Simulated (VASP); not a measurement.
Input of a VASP 6.6.1 run:

The input INCAR:

```
PREC = Accurate
ENCUT = 520
EDIFF = 1E-6
ISMEAR = 0
SIGMA = 0.02
LREAL = Auto
LASPH = True
NELM = 150
ALGO = Normal
ISIF = 2
LWAVE = False
LCHARG = True
ISPIN = 2
MAGMOM = 0 0 0 0 0 0 0 0 0 0 0 0 0 0 0 0 1
LORBIT = 11
GGA = PE
LELF = True
LVHAR = True
NBANDS = 52
```

Contents of KPOINTS:

```
regular mesh
0
Gamma
  2 2 2
```

POSCAR

```
Si16C
1.0
    0.0000000000      5.4300000000      5.4300000000
    5.4300000000      0.0000000000      5.4300000000
    5.4300000000      5.4300000000      0.0000000000
Si C
16 1
Direct
    0.0228984909     -0.0285941061     -0.0271436557
    0.1294747692      0.1057557578      0.1067512711
   -0.0064864383      0.0032595747      0.4808089587
    0.1427131490      0.1246330743      0.5774248747
   -0.0062193199      0.4798049052      0.0044969495
    0.1431193835      0.5756758971      0.1264896171
   -0.0305208913      0.5533925410      0.5575278901
    0.1473686668      0.6447905185      0.6456667327
    0.5040059473     -0.0106051919     -0.0103151204
    0.6482557117      0.1041778961      0.1046706067
    0.5111311345     -0.0117017006      0.4781809903
    0.6204528150      0.1139419460      0.6162820323
    0.5115116300      0.4777483709     -0.0113812699
    0.6207660740      0.6159866774      0.1142452574
    0.5140853866      0.4865878607      0.4869067461
    0.6216889333      0.6203947520      0.6205665303
    0.1526074976      0.3922499669      1.3940826190
```

Potentials or basis: VASP PAW PBE potentials, release 64 (Si, C).

Launch:

```console
$ cat potpaw_PBE.64/Si/POTCAR potpaw_PBE.64/C/POTCAR > POTCAR
$ mpirun -np 1 vasp_std > vasp.out
```

Question: Predict the largest force.

Answer: 0.021 eV/Å.

Question: Predict the net moment.

Answer: 0.00 μB per cell.

Forces on the atoms (eV/Å):
```
Si   0.004 -0.004 -0.004
Si   0.001  0.001  0.004
Si  -0.004  0.002  0.003
Si  -0.004 -0.004  0.005
Si  -0.008 -0.001  0.011
Si   0.001 -0.005 -0.006
Si   0.010 -0.007  0.017
Si  -0.001 -0.001 -0.018
Si   0.003  0.001 -0.004
Si   0.003  0.000  0.002
Si   0.002 -0.003 -0.005
Si   0.002 -0.001 -0.001
Si  -0.001 -0.004 -0.003
Si  -0.001  0.000 -0.006
Si  -0.003  0.008  0.004
Si   0.003  0.011 -0.002
C   -0.005  0.005  0.003
```

Caveat: the k points lie up to 0.50 Å⁻¹ apart, too coarse for converged energies and pressures of a metal.
